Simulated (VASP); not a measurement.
# W3O (Ama2) in VASP: a series of runs

Runs on W3O. Level: PBEsol. Tasks: single point.

Everything below comes from runs of VASP 6.6.1. Logs are shortened: lines on timing, memory, paths and dates and some standing lists are left out, and cuts for length are marked.

## Step 1: The cell of the first run

The structure is orthorhombic, space group Ama2 (No. 40). Conventional cell: a = 4.831 Å, b = 6.833 Å, c = 6.833 Å, α = 90.00°, β = 90.00°, γ = 90.00°. Within 3.2 Å of W (site symmetry m) lie 10 W at 2.42 to 2.97 Å and 4 O at 2.63 to 2.92 Å. Within 3.2 Å of W (site symmetry 2) lie 10 W at 2.42 to 2.97 Å and 4 O at 2.56 to 2.85 Å. W (site symmetry m) has 10 W at 2.42 to 2.96 Å and 4 O at 2.48 to 2.78 Å within 3.2 Å. O (site symmetry m) has 12 W at 2.48 to 2.92 Å within 3.3 Å.

## Step 2: Single point, PBEsol (atoms displaced along a vibrational mode)

Input file INCAR:

```
SYSTEM = W3O
PREC     = Accurate       ! precision mode
ENCUT    = 520            ! plane-wave cutoff, eV
EDIFF    = 1E-7           ! SCF threshold, eV
ISMEAR   = 0              ! smearing method
SIGMA    = 0.15           ! smearing width, eV
LREAL    = .FALSE.        ! projectors in reciprocal space
LASPH    = .TRUE.         ! aspherical terms in the spheres
NELM     = 100            ! most SCF steps
ALGO     = Normal         ! electronic algorithm
ISIF     = 2              ! what is computed and relaxed
LWAVE    = .FALSE.        ! write WAVECAR
LCHARG   = .TRUE.         ! write CHGCAR
GGA      = PS             ! functional
LELF     = .TRUE.         ! ELF
LVHAR    = .TRUE.       
NBANDS   = 58             ! bands
```

Input file KPOINTS:

```
regular mesh
0
G
  8 8 8
  0 0 0
```

Input file POSCAR:

```
W3O
1.0
    4.8313496660      0.0000000000      0.0000000000
    0.0000000000      4.8313496660      0.0000000000
    0.0000000000      0.0000000000      4.8313496660
W O
6 2
Direct
    0.4991563029      0.7500000000      0.0000000000
    0.0008436971      0.4991563029      0.7500000000
    0.2500000000      0.0008436971      0.5000000000
    0.4991563029      0.2500000000      0.0000000000
    0.0008436971      0.4991563029      0.2500000000
    0.7500000000      0.0008436971      0.5000000000
    0.4667035500      0.4667035500      0.5000000000
    0.0332964500      0.0332964500      0.0000000000
```

Potentials or basis: VASP PAW PBE potentials, release 64 (W_sv, O).

Run with:

```
> cat potpaw_PBE.64/W_sv/POTCAR potpaw_PBE.64/O/POTCAR > POTCAR
> mpirun -np 1 vasp_std > vasp.out
```

OUTCAR:

```text
SYSTEM = W3O
   PREC = Accurate
   ENCUT = 520
   EDIFF = 1E-7
   ISMEAR = 0
   LREAL = .FALSE.
   LASPH = .TRUE.
   NELM = 100
   ISIF = 2
   GGA = PS

 ion  position               nearest neighbor table
   1  0.499  0.750  0.000-   4 2.42   4 2.42   8 2.63   2 2.95   5 2.95   3 2.96   3 2.96   6 2.96
                             6 2.96   5 2.97   2 2.97
   2  0.001  0.499  0.750-   5 2.42   5 2.42   8 2.56   7 2.56   3 2.95   4 2.95   6 2.95   1 2.95
                             3 2.96   4 2.96   1 2.97   6 2.97
   3  0.250  0.001  0.500-   6 2.42   6 2.42   7 2.48   8 2.64   8 2.64   5 2.95   2 2.95   4 2.96
                             4 2.96   1 2.96   1 2.96   5 2.96   2 2.96
   4  0.499  0.250  0.000-   1 2.42   1 2.42   8 2.48   7 2.64   7 2.64   2 2.95   5 2.95   3 2.96
                             3 2.96   6 2.96   6 2.96   5 2.96   2 2.96
   5  0.001  0.499  0.250-   2 2.42   2 2.42   8 2.56   7 2.56   4 2.95   3 2.95   6 2.95   1 2.95
                             3 2.96   4 2.96   1 2.97   6 2.97
   6  0.750  0.001  0.500-   3 2.42   3 2.42   7 2.63   2 2.95   5 2.95   4 2.96   4 2.96   1 2.96
                             1 2.96   5 2.97   2 2.97
   7  0.467  0.467  0.500-   3 2.48   2 2.56   5 2.56   6 2.63   4 2.64   4 2.64
   8  0.033  0.033  0.000-   4 2.48   2 2.56   5 2.56   1 2.63   3 2.64   3 2.64

  LATTYP: Found a simple cubic cell.
 ALAT       =     4.8313496660

  Lattice vectors:

 A1 = (   4.8313496660,   0.0000000000,   0.0000000000)
 A2 = (   0.0000000000,   4.8313496660,   0.0000000000)
 A3 = (   0.0000000000,   0.0000000000,   4.8313496660)

Analysis of symmetry for initial positions (statically):
=====================================================================
 Subroutine PRICEL returns:
 Original cell was already a primitive cell.

 Routine SETGRP: Setting up the symmetry group for a
 simple cubic supercell.

 Subroutine GETGRP returns: Found  4 space group operations
 (whereof  2 operations were pure point group operations)
 out of a pool of 48 trial point group operations.

The static configuration has the point symmetry C_1h.
 The point group associated with its full space group is C_2v.

Analysis of symmetry for dynamics (positions and initial velocities):
=====================================================================
 Subroutine PRICEL returns:
 Original cell was already a primitive cell.

 Routine SETGRP: Setting up the symmetry group for a
 simple cubic supercell.

 Subroutine GETGRP returns: Found  4 space group operations
 (whereof  2 operations were pure point group operations)
 out of a pool of 48 trial point group operations.

The dynamic configuration has the point symmetry C_1h.
 The point group associated with its full space group is C_2v.

 Subroutine INISYM returns: Found  4 space group operations
 (whereof  2 operations are pure point group operations),
 and found     1 'primitive' translations

----------------------------------------------------------------------------------------

                                     Primitive cell

  volume of cell :     112.7731

  direct lattice vectors                    reciprocal lattice vectors
     4.831349666  0.000000000  0.000000000     0.206981500  0.000000000  0.000000000
     0.000000000  4.831349666  0.000000000     0.000000000  0.206981500  0.000000000
     0.000000000  0.000000000  4.831349666     0.000000000  0.000000000  0.206981500

  length of vectors
     4.831349666  4.831349666  4.831349666     0.206981500  0.206981500  0.206981500

  position of ions in fractional coordinates (direct lattice)
     0.499156303  0.750000000  0.000000000
     0.000843697  0.499156303  0.750000000
     0.250000000  0.000843697  0.500000000
     0.499156303  0.250000000  0.000000000
     0.000843697  0.499156303  0.250000000
     0.750000000  0.000843697  0.500000000
     0.466703550  0.466703550  0.500000000
     0.033296450  0.033296450  0.000000000

  ion indices of the primitive-cell ions
   primitive index   ion index
                 1           1
                 2           2
                 3           3
                 4           4
                 5           5
                 6           6
                 7           7
                 8           8

----------------------------------------------------------------------------------------

 KPOINTS: regular mesh

Automatic generation of k-mesh.
 Grid dimensions read from file:
 generate k-points for:    8    8    8

 Generating k-lattice:

  Cartesian coordinates                     Fractional coordinates (reciprocal lattice)
     0.025872687  0.000000000  0.000000000     0.125000000  0.000000000  0.000000000
     0.000000000  0.025872687  0.000000000     0.000000000  0.125000000  0.000000000
     0.000000000  0.000000000  0.025872687     0.000000000  0.000000000  0.125000000

  Length of vectors
     0.025872687  0.025872687  0.025872687

[... 43 lines left out ...]
   NFREE  =      0    steps in history (QN), initial steepest desc. (CG)
   ISIF   =      2    stress and relaxation
   ISYM   =      2    0-nonsym 1-usesym 2-fastsym
   POTIM  = 0.5000    time-step for ionic-motion
   TEBEG  =    0.0;   TEEND  =   0.0 temperature during run
   PSTRESS=    0.0 pullay stress
   NELECT =      96.0000    total number of electrons
   NUPDOWN=      -1.0000    fix difference up-down
   EMIN   =  10.00;   EMAX   =-10.00  energy-range for DOS
   EFERMI =   0.00;   METHOD = LEGACY
   ISMEAR =     0;   SIGMA  =   0.15  broadening in eV -4-tet -1-fermi 0-gaus
   EFERMI_NEDOS =   21; number of points for ismear=-14 and -15
   IALGO  =     38    algorithm
   IMIX   =      4    mixing-type and parameters
     AMIX     =   0.40;   BMIX     =  1.00
     AMIX_MAG =   1.60;   BMIX_MAG =  1.00
  volume/ion in A,a.u.               =      14.10        95.13
  Fermi-wavevector in a.u.,A,eV,Ry     =   1.551542  2.931989 32.753053  2.407281
  Thomas-Fermi vector in A             =   2.656046
   LORBIT       =      0    0 simple, 1 ext, 2 COOP (PROOUT), +10 PAW based schemes
   GGA     = PS    functional components
   LHFCALC =     F    Hartree Fock is set to
   AEXX    =    0.0000 exact exchange contribution
   IVDW    =     0    specifies the selected vdW correction
   LEPSILON=     F    determine dielectric tensor
   LRPA    =     F    only Hartree local field effects (RPA)
 non-spin polarized calculation
 Gauss-broadening in eV      SIGMA  =   0.15
  energy-cutoff  :      520.00
  volume of cell :      112.77
 maximum number of plane-waves:      3060
   NGX = 17   NGY = 17   NGZ = 17

 number of electron      95.9999973 magnetization

 Free energy of the ion-electron system (eV)
  ---------------------------------------------------
  ext. energy  EPLUGINS =         0.00000000
  ---------------------------------------------------
  free energy    TOTEN  =       -86.81443190 eV

  energy without entropy =      -86.73820078  energy(sigma->0) =      -86.77631634

 E-fermi :  10.0787     XC(G=0): -13.3964

 val. band max:       10.0786096460   @ k =   0.1250   0.5000   0.3750
 cond. band min:      10.0798748465   @ k =  -0.1250   0.2500   0.1250
 fundamental gap:      0.0012652005
 Fermi energy:        10.0786804696

 k-point     1 :       0.0000    0.0000    0.0000
  band No.  band energies     occupation
      1     -64.1110      2.00000
      2     -64.0467      2.00000
      3     -64.0440      2.00000
      4     -63.8065      2.00000
      5     -63.8016      2.00000
      6     -63.8010      2.00000
[... 50 lines left out ...]
     57      13.5716      0.00000
     58      14.2151      0.00000

 k-point     2 :       0.1250    0.0000    0.0000
  band No.  band energies     occupation
      1     -64.1064      2.00000
      2     -64.0468      2.00000
      3     -64.0395      2.00000
      4     -63.8108      2.00000
      5     -63.8065      2.00000
      6     -63.8013      2.00000
[... 50 lines left out ...]
     57      13.3534      0.00000
     58      14.0175      0.00000
[... 1279 lines left out ...]
     57      12.4255      0.00000
     58      12.9084      0.00000

 k-point    24 :       0.2500    0.2500    0.0000
  band No.  band energies     occupation
      1     -64.0795      2.00000
      2     -64.0377      2.00000
      3     -64.0146      2.00000
      4     -63.8411      2.00000
      5     -63.8337      2.00000
      6     -63.8065      2.00000
[... 50 lines left out ...]
     57      13.0117      0.00000
     58      13.5481      0.00000

 [... further k-points ...]

------------------------ aborting loop because EDIFF is reached ----------------------------------------

  FORCE on cell =-STRESS in cart. coord.  units (eV):
  Direction    XX          YY          ZZ          XY          YZ          ZX
  --------------------------------------------------------------------------------------
  -------------------------------------------------------------------------------------
  Total        0.6694335      0.6694335      1.5135490      0.3201397      0.0000000      0.0000000
  in kB        9.5107028      9.5107028     21.5031282      4.5482533      0.0000000      0.0000000
  external PRESSURE =      13.5081780 kB  Pullay stress =       0.0000000 kB

 VOLUME and BASIS-vectors are now :
 -----------------------------------------------------------------------------
  energy-cutoff  :      520.00
  volume of cell :      112.77
      direct lattice vectors                 reciprocal lattice vectors
     4.831349666  0.000000000  0.000000000     0.206981500  0.000000000  0.000000000
     0.000000000  4.831349666  0.000000000     0.000000000  0.206981500  0.000000000
     0.000000000  0.000000000  4.831349666     0.000000000  0.000000000  0.206981500

 POSITION                                       TOTAL-FORCE (eV/Angst)
 -----------------------------------------------------------------------------------
      2.41160      3.62351      0.00000        -0.088337     -0.043154      0.000000
      0.00408      2.41160      3.62351         0.153924     -0.153924      0.000000
      1.20784      0.00408      2.41567        -0.033934      0.232764      0.000000
      2.41160      1.20784      0.00000        -0.232764      0.033934      0.000000
      0.00408      2.41160      1.20784         0.153924     -0.153924      0.000000
      3.62351      0.00408      2.41567         0.043154      0.088337      0.000000
      2.25481      2.25481      2.41567        -0.769157     -0.773190      0.000000
      0.16087      0.16087      0.00000         0.773190      0.769157      0.000000
 -----------------------------------------------------------------------------------
    total drift:                               -0.000026      0.000026      0.000000

  FREE ENERGIE OF THE ION-ELECTRON SYSTEM (eV)
  ---------------------------------------------------
  free  energy   TOTEN  =       -86.8144318992 eV

  energy  without entropy=      -86.7382007798  energy(sigma->0) =      -86.77631634
```

It took 4.1 min on 1 thread of Intel Xeon 6975P-C (Granite Rapids), shared host; peak memory 0.54 GiB.

Results:

- Free energy: -86.8144 eV
- Pressure: 1.4 GPa
- Largest force: 1.091 eV/Å
- Band gap on the k mesh: zero (bands 48 and 49 overlap by 0.77 eV)

Forces in eV/Å, atoms in the order of the input:
```
W   -0.088 -0.043  0.000
W    0.154 -0.154  0.000
W   -0.034  0.233  0.000
W   -0.233  0.034  0.000
W    0.154 -0.154  0.000
W    0.043  0.088  0.000
O   -0.769 -0.773  0.000
O    0.773  0.769  0.000
```

Stress tensor (GPa, compression positive):
```
0.95 0.45 0.00
0.45 0.95 0.00
0.00 0.00 2.15
```

Caveat: the cell differs from its parent crystal (atoms displaced along a vibrational mode); the PAW data sets were made with another functional, which shifts forces and pressure a little; spin-orbit coupling is left out, which moves the levels of the heavy elements.

## Step 3: Single point, PBEsol (atoms displaced along a vibrational mode)

Input file INCAR:

```
PREC = Accurate
ENCUT = 520
EDIFF = 1E-6
ISMEAR = 0
SIGMA = 0.15
LREAL = False
LASPH = True
NELM = 100
ALGO = Normal
ISIF = 2
LWAVE = False
LCHARG = False
GGA = PS
NBANDS = 58
```

Input file KPOINTS:

```
regular mesh
0
Gamma
  8 8 8
```

Input file POSCAR:

```
W3O
1.0
    4.8313496660      0.0000000000      0.0000000000
    0.0000000000      4.8313496660      0.0000000000
    0.0000000000      0.0000000000      4.8313496660
W O
6 2
Direct
    0.5009642252      0.7500000000      0.0000000000
   -0.0009642252      0.5009642252      0.7500000000
    0.2500000000     -0.0009642252      0.5000000000
    0.5009642252      0.2500000000      0.0000000000
   -0.0009642252      0.5009642252      0.2500000000
    0.7500000000     -0.0009642252      0.5000000000
    0.5380530857      0.5380530857      0.5000000000
   -0.0380530857     -0.0380530857      0.0000000000
```

Potentials or basis: VASP PAW PBE potentials, release 64 (W_sv, O).

Run with:

```
> cat potpaw_PBE.64/W_sv/POTCAR potpaw_PBE.64/O/POTCAR > POTCAR
> mpirun -np 1 vasp_std > vasp.out
```

Run time: 12 min. Hardware: 1 thread of Intel Xeon Platinum 8488C (Sapphire Rapids), shared host; peak memory 0.55 GiB.

It converged, with:

```yaml
Free_energy: -86.8904 eV
Pressure: 1.5 GPa
Largest_force: 1.223 eV/Å
Band_gap_on_the_k_mesh: zero (bands 48 and 49 overlap by 0.76 eV)
```

Forces on the atoms (eV/Å):
```
W    0.252 -0.042  0.000
W   -0.152  0.152  0.000
W   -0.053 -0.069  0.000
W    0.069  0.053  0.000
W   -0.152  0.152  0.000
W    0.042 -0.252  0.000
O    0.862  0.867  0.000
O   -0.867 -0.862  0.000
```

Stress tensor (GPa, compression positive):
```
0.98 0.58 0.00
0.58 0.98 0.00
0.00 0.00 2.49
```

Levels at points of the mesh, in eV from the Fermi level:
```csv
k point,band 46,band 47,band 48,band 49,band 50,band 51
"(0.00, 0.00, 0.00)",-0.80,0.01,0.15,0.24,1.17,1.46
"(0.50, 0.00, 0.00)",-0.69,0.15,0.34,0.48,0.69,1.02
"(0.00, 0.00, 0.50)",-0.89,0.26,0.26,0.75,0.75,1.06
"(0.50, 0.50, 0.00)",-0.35,-0.29,-0.25,-0.20,-0.11,0.01
"(0.00, 0.50, 0.50)",-0.35,-0.32,-0.28,-0.19,-0.06,0.01
"(0.50, 0.50, 0.50)",-0.89,-0.80,-0.80,-0.26,-0.26,0.52
```

Caveat: the cell differs from its parent crystal (atoms displaced along a vibrational mode); the PAW data sets were made with another functional, which shifts forces and pressure a little; spin-orbit coupling is left out, which moves the levels of the heavy elements.

## Step 4: Single point, PBEsol (atoms displaced along a vibrational mode)

Input file INCAR:

```
ALGO = Normal
EDIFF = 1E-6
ENCUT = 520
GGA = PS
ISIF = 2
ISMEAR = 0
LASPH = T
LCHARG = F
LREAL = F
LWAVE = F
NBANDS = 58
NELM = 80
PREC = Accurate
SIGMA = 0.15
```

Input file KPOINTS:

```
k-points
0
Gamma
  8 8 8
```

Input file POSCAR:

```
W3O
1.0
    4.8313496660      0.0000000000      0.0000000000
    0.0000000000      4.8313496660      0.0000000000
    0.0000000000      0.0000000000      4.8313496660
W O
6 2
Direct
    0.5004821126      0.7500000000      0.0000000000
   -0.0004821126      0.5004821126      0.7500000000
    0.2500000000     -0.0004821126      0.5000000000
    0.5004821126      0.2500000000      0.0000000000
   -0.0004821126      0.5004821126      0.2500000000
    0.7500000000     -0.0004821126      0.5000000000
    0.5190265429      0.5190265429      0.5000000000
   -0.0190265429     -0.0190265429      0.0000000000
```

Run with:

```
> cat potpaw_PBE.64/W_sv/POTCAR potpaw_PBE.64/O/POTCAR > POTCAR
> mpirun -np 1 vasp_std > vasp.out
```

It took 4.1 min on 1 thread of Intel Xeon 6975P-C (Granite Rapids), shared host; peak memory 0.54 GiB.

Results (log left out):

```
Free energy            : -86.6422 eV
Pressure               : 1.1 GPa
Largest force          : 0.647 eV/Å
Band gap on the k mesh : zero (bands 48 and 49 overlap by 0.87 eV)
```

Forces on the atoms (eV/Å):
```
W    0.144 -0.013  0.000
W   -0.117  0.117  0.000
W   -0.016 -0.093  0.000
W    0.093  0.016  0.000
W   -0.117  0.117  0.000
W    0.013 -0.144  0.000
O    0.457  0.457  0.000
O   -0.457 -0.457  0.000
```

Stress tensor (GPa, compression positive):
```
0.96 0.15 0.00
0.15 0.96 0.00
0.00 0.00 1.38
```

Levels at points of the mesh, in eV from the Fermi level:
| k point | band 44 | band 45 | band 46 | band 47 | band 48 | band 49 | band 50 | band 51 | band 52 | band 53 |
| --- | --- | --- | --- | --- | --- | --- | --- | --- | --- | --- |
| (0.00, 0.00, 0.00) | -1.42 | -1.42 | -0.74 | 0.10 | 0.14 | 0.16 | 1.35 | 1.44 | 1.44 | 2.34 |
| (0.50, 0.00, 0.00) | -2.13 | -1.02 | -0.79 | 0.32 | 0.42 | 0.47 | 0.57 | 1.06 | 1.07 | 2.00 |
| (0.00, 0.00, 0.50) | -2.19 | -0.90 | -0.90 | 0.35 | 0.35 | 0.59 | 0.59 | 1.08 | 1.08 | 2.02 |
| (0.50, 0.50, 0.00) | -0.93 | -0.92 | -0.34 | -0.31 | -0.29 | -0.20 | -0.12 | -0.12 | 0.19 | 0.95 |
| (0.00, 0.50, 0.50) | -0.93 | -0.92 | -0.33 | -0.32 | -0.31 | -0.18 | -0.15 | -0.09 | 0.18 | 0.94 |
| (0.50, 0.50, 0.50) | -1.41 | -1.00 | -1.00 | -0.96 | -0.96 | -0.23 | -0.23 | 0.57 | 0.57 | 0.70 |

Caveat: the cell differs from its parent crystal (atoms displaced along a vibrational mode); the PAW data sets were made with another functional, which shifts forces and pressure a little; spin-orbit coupling is left out, which moves the levels of the heavy elements.

## Step 5: Summary

```csv
cell,gap on the mesh (eV),pressure (GPa),largest force (eV/Å)
"as given, atomic positions A",none,1.4,1.09
"as given, atomic positions B",none,1.5,1.22
"as given, atomic positions C",none,1.1,0.65
```

Alike in all rows: task single point; level PBEsol; potentials or basis VASP PAW PBE potentials, release 64 (W_sv, O); no spin polarisation; k mesh 8 × 8 × 8; cutoff (eV) 520; smearing gaussian 0.15 eV.

Caveats: the PAW data sets were made with another functional, which shifts forces and pressure a little; spin-orbit coupling is left out, which moves the levels of the heavy elements.

Total energies depend on the potentials used, so only differences within one code and one set of settings carry meaning.
